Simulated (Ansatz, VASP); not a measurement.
# Te: VASP beside Ansatz

```
Te
1.0
    -1.91520    1.91520    1.91520
     1.91520   -1.91520    1.91520
     1.91520    1.91520   -1.91520
Te
1
Cartesian
  0.0000 0.0000 0.0000
```

Alike in both runs: task single point; functional PBEsol; k mesh 13 × 13 × 13; occupations fermi-dirac, width 0.1 eV; no spin polarisation.

```csv
,VASP,Ansatz
version,VASP 6.6.1,Ansatz 0.2.0
potentials or method,"VASP PAW PBE potentials, release 64 (Te), cutoff 520 eV","plane waves (420 eV) with PAW, scalar-relativistic"
valence electrons in the cell,6,16
```

```tsv
	VASP	Ansatz	Ansatz less VASP
pressure (GPa)	-2.4	-2.3	+0.02
```

VASP's potentials were made for PBE, not for PBEsol, and Ansatz warns of the same on its side. The functional is the same, so the differences come from potentials, cutoffs and numerics. VASP's potentials hold 6 valence electrons a cell and Ansatz's 16, so a difference there can come from the potentials and not from the codes.

Spin-orbit coupling is off throughout.
